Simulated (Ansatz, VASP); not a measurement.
Sr in VASP and in Ansatz

The input INCAR:

```
SYSTEM = Sr
PREC = Accurate
ENCUT = 520
EDIFF = 1E-6
ISMEAR = 0
SIGMA = 0.1
LREAL = .FALSE.
LASPH = .TRUE.
NELM = 80
ALGO = Fast
ISIF = 2
LWAVE = .FALSE.
LCHARG = .TRUE.
GGA = PE
LELF = .TRUE.
LVHAR = .TRUE.
NBANDS = 17
```

The input KPOINTS:

```
Automatic mesh
0
G
  12 12 6
  0 0 0
```

File POSCAR:

```
Sr
1.0
    4.4088716258      0.0000000000      0.0000000000
   -2.2044358129      3.8181948299      0.0000000000
    0.0000000000      0.0000000000      6.7887270000
Sr
2
Direct
    0.3333333333      0.6666666667      0.2500000000
    0.6666666667      0.3333333333      0.7500000000
```

Input for Ansatz:

```yaml
crystal:
  lattice:
    - [4.4088716258, 0.0, 0.0]
    - [-2.2044358129, 3.8181948299, 0.0]
    - [0.0, 0.0, 6.788727]
  atoms:
    - { symbol: Sr, position: [0.3333333333, 0.6666666667, 0.25] }
    - { symbol: Sr, position: [0.6666666667, 0.3333333333, 0.75] }
basis:
  ecutwfc: 420
kpoints:
  mp_grid: { grid: [12, 12, 6] }
hamiltonian:
  xc: pbe
scf:
  occupations: { method: gaussian, width: 0.1 }
output:
  forces: true
  stress: true
  eigenvalues: true
```

Alike in both runs: task single point; functional PBE; k mesh 12 × 12 × 6; occupations gaussian, width 0.1 eV; no spin polarisation.

|  | VASP | Ansatz |
| --- | --- | --- |
| version | VASP 6.6.1 | Ansatz 0.2.0 |
| potentials or method | VASP PAW PBE potentials, release 64 (Sr_sv), cutoff 520 eV | scalar-relativistic, plane waves, PAW |
| valence electrons in the cell | 20 | 20 |

|  | VASP | Ansatz | Ansatz less VASP |
| --- | --- | --- | --- |
| gap on the k mesh at the Fermi level (eV) | none | none | - |
| pressure (GPa) | -0.3 | -0.3 | 0.00 |
| traceless stress, the component that is largest in VASP (GPa) | 0.72 | 0.72 | -0.002 |

A gap of «none» marks a metal or a gap that the smearing closes.
